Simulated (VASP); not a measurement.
# Hf (P6_3/mmc) in VASP: single point with r2SCAN

Aim: the single point of Hf with r2SCAN.

Program: VASP 6.6.1. These are calculated values, not measurements. Logs are shortened: lines on timing, memory, paths and dates and some standing lists are left out, and cuts for length are marked.

**1. The cell of the first run**

Symmetry: P6_3/mmc, No. 194, hexagonal system. The conventional cell has a = 3.125 Å, b = 3.125 Å, c = 4.935 Å, α = 90.00°, β = 90.00°, γ = 120.00°. Within 4.0 Å of Hf (site symmetry -6m2) lie 12 Hf at 3.06 to 3.12 Å.

**2. Single point, r2SCAN**

Input file POSCAR:

```
Hf
1.0
    3.1247309402      0.0000000000      0.0000000000
   -1.5623654701      2.7060963742      0.0000000000
    0.0000000000      0.0000000000      4.9345563401
Hf
2
Direct
    0.3333333333      0.6666666667      0.2500000000
    0.6666666667      0.3333333333      0.7500000000
```

Input file INCAR.step1:

```
ALGO = Normal
EDIFF = 1E-4
ENCUT = 520
GGA = PE
ISMEAR = 0
LASPH = True
LCHARG = False
LREAL = False
LWAVE = True
NBANDS = 17
NELM = 60
PREC = Accurate
SIGMA = 0.1
```

Input file INCAR.step2:

```
ALGO = Normal
EDIFF = 1E-6
ENCUT = 520
ISIF = 2
ISMEAR = 0
ISTART = 1
LASPH = True
LCHARG = False
LMIXTAU = True
LREAL = False
LWAVE = False
METAGGA = R2SCAN
NBANDS = 17
NELM = 60
PREC = Accurate
SIGMA = 0.1
```

Input file KPOINTS:

```
k-points
0
Gamma
  6 6 4
```

Potentials or basis: VASP PAW PBE potentials, release 64 (Hf_pv).

Launch:

```sh
$ cat potpaw_PBE.64/Hf_pv/POTCAR > POTCAR
$ cp INCAR.step1 INCAR
$ mpirun -np 1 vasp_std > vasp.out
$ cp INCAR.step2 INCAR
$ mpirun -np 1 vasp_std > vasp.out
```

OUTCAR:

```text
EDIFF = 1E-6
   ENCUT = 520
   ISIF = 2
   ISMEAR = 0
   ISTART = 1
   LASPH = True
   LREAL = False
   METAGGA = R2SCAN
   NELM = 60
   PREC = Accurate

 ion  position               nearest neighbor table
   1  0.333  0.667  0.250-   2 3.06   2 3.06   2 3.06   2 3.06   2 3.06   2 3.06
   2  0.667  0.333  0.750-   1 3.06   1 3.06   1 3.06   1 3.06   1 3.06   1 3.06

  LATTYP: Found a hexagonal cell.
 ALAT       =     3.1247309402
 C/A-ratio  =     1.5791939961

  Lattice vectors:

 A1 = (   3.1247309402,   0.0000000000,   0.0000000000)
 A2 = (  -1.5623654701,   2.7060963742,   0.0000000000)
 A3 = (   0.0000000000,   0.0000000000,   4.9345563401)

Analysis of symmetry for initial positions (statically):
=====================================================================
 Subroutine PRICEL returns:
 Original cell was already a primitive cell.

 Routine SETGRP: Setting up the symmetry group for a
 hexagonal supercell.

 Subroutine GETGRP returns: Found 24 space group operations
 (whereof 12 operations were pure point group operations)
 out of a pool of 24 trial point group operations.

The static configuration has the point symmetry D_3d.
 The point group associated with its full space group is D_6h.

Analysis of symmetry for dynamics (positions and initial velocities):
=====================================================================
 Subroutine PRICEL returns:
 Original cell was already a primitive cell.

 Routine SETGRP: Setting up the symmetry group for a
 hexagonal supercell.

 Subroutine GETGRP returns: Found 24 space group operations
 (whereof 12 operations were pure point group operations)
 out of a pool of 24 trial point group operations.

The dynamic configuration has the point symmetry D_3d.
 The point group associated with its full space group is D_6h.

 Subroutine INISYM returns: Found 24 space group operations
 (whereof 12 operations are pure point group operations),
 and found     1 'primitive' translations

----------------------------------------------------------------------------------------

                                     Primitive cell

  volume of cell :      41.7257

  direct lattice vectors                    reciprocal lattice vectors
     3.124730940  0.000000000  0.000000000     0.320027554  0.184767995  0.000000000
    -1.562365470  2.706096374  0.000000000     0.000000000  0.369535989  0.000000000
     0.000000000  0.000000000  4.934556340     0.000000000  0.000000000  0.202652464

  length of vectors
     3.124730940  3.124730940  4.934556340     0.369535989  0.369535989  0.202652464

  position of ions in fractional coordinates (direct lattice)
     0.333333333  0.666666667  0.250000000
     0.666666667  0.333333333  0.750000000

  ion indices of the primitive-cell ions
   primitive index   ion index
                 1           1
                 2           2

----------------------------------------------------------------------------------------

 KPOINTS: k-points

Automatic generation of k-mesh.
 Grid dimensions read from file:
 generate k-points for:    6    6    4

 Generating k-lattice:

  Cartesian coordinates                     Fractional coordinates (reciprocal lattice)
     0.053337926  0.030794666  0.000000000     0.166666667  0.000000000  0.000000000
     0.000000000  0.061589332  0.000000000     0.000000000  0.166666667  0.000000000
     0.000000000  0.000000000  0.050663116     0.000000000  0.000000000  0.250000000

  Length of vectors
     0.061589332  0.061589332  0.050663116

  Shift w.r.t. Gamma in fractional coordinates (k-lattice)
     0.000000000  0.000000000  0.000000000

 Subroutine IBZKPT returns following result:
 ===========================================

 Found     21 irreducible k-points:

 Following reciprocal coordinates:
            Coordinates               Weight
  0.000000  0.000000  0.000000      1.000000
  0.166667 -0.000000  0.000000      6.000000
  0.333333  0.000000  0.000000      6.000000
  0.500000 -0.000000  0.000000      3.000000
  0.166667  0.166667  0.000000      6.000000
  0.333333  0.166667  0.000000     12.000000
[... 13 lines left out ...]
  0.333333  0.166667  0.500000     12.000000
  0.333333  0.333333  0.500000      2.000000
   k-points           NKPTS =     21   k-points in BZ     NKDIM =     21   number of bands    NBANDS=     17
   number of dos      NEDOS =    301   number of ions     NIONS =      2
   total plane-waves  NPLWV =  23040
   dimension x,y,z NGX =    24 NGY =   24 NGZ =   40
   dimension x,y,z NGXF=    48 NGYF=   48 NGZF=   80
   ions per type =               2
   NGX,Y,Z   is equivalent  to a cutoff of  12.77, 12.77, 13.48 a.u.
   NGXF,Y,Z  is equivalent  to a cutoff of  25.54, 25.54, 26.95 a.u.
 SYSTEM =  unknown system
   PREC   = accura    normal or accurate (medium, high low for compatibility)
   ISTART =      1    job   : 0-new  1-cont  2-samecut
   ICHARG =      0    charge: 1-file 2-atom 10-const
   ISPIN  =      1    spin polarized calculation?
   LNONCOLLINEAR =      F non collinear calculations
   LSORBIT =      F    spin-orbit coupling
   LASPH  =      T    aspherical Exc in radial PAW
   ENCUT  =  520.0 eV  38.22 Ry    6.18 a.u.   5.81  5.81  9.18*2*pi/ulx,y,z
   NELM   =     60;   NELMIN=  2; NELMDL=  0     # of ELM steps
   EDIFF  = 0.1E-05   stopping-criterion for ELM
   LREAL  =      F    real-space projection
[... 7 lines left out ...]
   TEBEG  =    0.0;   TEEND  =   0.0 temperature during run
   PSTRESS=    0.0 pullay stress
   NELECT =      20.0000    total number of electrons
   NUPDOWN=      -1.0000    fix difference up-down
   EMIN   =  10.00;   EMAX   =-10.00  energy-range for DOS
   EFERMI =   0.00;   METHOD = LEGACY
   ISMEAR =     0;   SIGMA  =   0.10  broadening in eV -4-tet -1-fermi 0-gaus
   EFERMI_NEDOS =   21; number of points for ismear=-14 and -15
   IALGO  =     38    algorithm
   IMIX   =      4    mixing-type and parameters
     AMIX     =   0.40;   BMIX     =  1.00
     AMIX_MAG =   1.60;   BMIX_MAG =  1.00
  volume/ion in A,a.u.               =      20.86       140.79
  Fermi-wavevector in a.u.,A,eV,Ry     =   1.281200  2.421116 22.333592  1.641473
  Thomas-Fermi vector in A             =   2.413583
   LORBIT       =      0    0 simple, 1 ext, 2 COOP (PROOUT), +10 PAW based schemes
   METAGGA = R2SCAN    functional components
   LHFCALC =     F    Hartree Fock is set to
   AEXX    =    0.0000 exact exchange contribution
   IVDW    =     0    specifies the selected vdW correction
   LEPSILON=     F    determine dielectric tensor
   LRPA    =     F    only Hartree local field effects (RPA)
 non-spin polarized calculation
 Gauss-broadening in eV      SIGMA  =   0.10
  energy-cutoff  :      520.00
  volume of cell :       41.73
 maximum number of plane-waves:      1140
 NGX is ok and might be reduce to    24
   NGX = 11   NGY = 11   NGZ = 19

 number of electron      19.9999998 magnetization

 Free energy of the ion-electron system (eV)
  ---------------------------------------------------
  ext. energy  EPLUGINS =         0.00000000
  ---------------------------------------------------
  free energy    TOTEN  =       -90.20953393 eV

  energy without entropy =      -90.19188637  energy(sigma->0) =      -90.20071015

 E-fermi :   5.3853     XC(G=0): -12.5098

 val. band max:        5.2902245744   @ k =   0.1667  -0.0000   0.0000
 cond. band min:       5.3925447560   @ k =   0.3333   0.3333   0.2500
 fundamental gap:      0.1023201816
 Fermi energy:         5.3852924508

 k-point     1 :       0.0000    0.0000    0.0000
  band No.  band energies     occupation
      1     -26.8788      2.00000
      2     -25.9228      2.00000
      3     -25.9228      2.00000
      4     -25.7618      2.00000
      5     -25.7618      2.00000
      6     -25.7501      2.00000
[... 9 lines left out ...]
     16       8.3981      0.00000
     17      11.3664      0.00000

 k-point     2 :       0.1667   -0.0000    0.0000
  band No.  band energies     occupation
      1     -26.7880      2.00000
      2     -26.1108      2.00000
      3     -25.9839      2.00000
      4     -25.9554      2.00000
      5     -25.7927      2.00000
      6     -25.7867      2.00000
[... 9 lines left out ...]
     16       8.4516      0.00000
     17      11.9500      0.00000

 k-point     3 :       0.3333    0.0000    0.0000
  band No.  band energies     occupation
      1     -26.5655      2.00000
      2     -26.4856      2.00000
      3     -26.3099      2.00000
      4     -26.0965      2.00000
      5     -25.9177      2.00000
      6     -25.8435      2.00000
[... 9 lines left out ...]
     16      10.5980      0.00000
     17      12.5433      0.00000

 k-point     4 :       0.5000   -0.0000    0.0000
  band No.  band energies     occupation
      1     -26.6703      2.00000
      2     -26.4746      2.00000
      3     -26.3987      2.00000
      4     -26.1499      2.00000
      5     -26.0353      2.00000
      6     -25.8737      2.00000
[... 9 lines left out ...]
     16      12.7019      0.00000
     17      13.1408      0.00000
[... 283 lines left out ...]
      1     -26.5221      2.00000
      2     -26.5221      2.00000
      3     -26.0542      2.00000
      4     -26.0542      2.00000
      5     -25.9400      2.00000
      6     -25.9400      2.00000
[... 9 lines left out ...]
     16      10.6586      0.00000
     17      11.6366      0.00000

 k-point    20 :       0.3333    0.1667    0.5000
  band No.  band energies     occupation
      1     -26.6772      2.00000
      2     -26.6772      2.00000
      3     -26.1769      2.00000
      4     -26.1769      2.00000
      5     -25.9456      2.00000
      6     -25.9456      2.00000
[... 9 lines left out ...]
     16      11.6030      0.00000
     17      13.0735      0.00000

 k-point    21 :       0.3333    0.3333    0.5000
  band No.  band energies     occupation
      1     -26.6237      2.00000
      2     -26.6237      2.00000
      3     -26.3491      2.00000
      4     -26.3491      2.00000
      5     -25.9263      2.00000
      6     -25.9263      2.00000
[... 9 lines left out ...]
     16      11.0526      0.00000
     17      14.9754      0.00000

------------------------ aborting loop because EDIFF is reached ----------------------------------------

  FORCE on cell =-STRESS in cart. coord.  units (eV):
  Direction    XX          YY          ZZ          XY          YZ          ZX
  --------------------------------------------------------------------------------------
  -------------------------------------------------------------------------------------
  Total        2.0752125      2.0752125      2.2913960      0.0000000      0.0000000      0.0000000
  in kB       79.6836374     79.6836374     87.9846137      0.0000000      0.0000000      0.0000000
  external PRESSURE =      82.4506295 kB  Pullay stress =       0.0000000 kB

 VOLUME and BASIS-vectors are now :
 -----------------------------------------------------------------------------
  energy-cutoff  :      520.00
  volume of cell :       41.73
      direct lattice vectors                 reciprocal lattice vectors
     3.124730940  0.000000000  0.000000000     0.320027554  0.184767995  0.000000000
    -1.562365470  2.706096374  0.000000000     0.000000000  0.369535989  0.000000000
     0.000000000  0.000000000  4.934556340     0.000000000  0.000000000  0.202652464

 POSITION                                       TOTAL-FORCE (eV/Angst)
 -----------------------------------------------------------------------------------
     -0.00000      1.80406      1.23364         0.000000     -0.000000      0.000000
      1.56237      0.90203      3.70092        -0.000000      0.000000      0.000000
 -----------------------------------------------------------------------------------
    total drift:                               -0.000000      0.000000     -0.000000

  FREE ENERGIE OF THE ION-ELECTRON SYSTEM (eV)
  ---------------------------------------------------
  free  energy   TOTEN  =       -90.2095339255 eV

  energy  without entropy=      -90.1918863686  energy(sigma->0) =      -90.20071015
```

It took 30 s on 1 thread of Intel Xeon 6975P-C (Granite Rapids), shared host; peak memory 0.17 GiB.

Results:

```
Free energy            : -90.2095 eV
Pressure               : 8.2 GPa
Band gap on the k mesh : zero (band 10 reaches 6.66 eV, above the bottom of band 11 at 5.06 eV)
```

Caveat: the k points lie up to 0.39 Å⁻¹ apart; the PAW data sets were made with another functional, which shifts forces and pressure a little; spin-orbit coupling is left out, which moves the levels of the heavy elements.
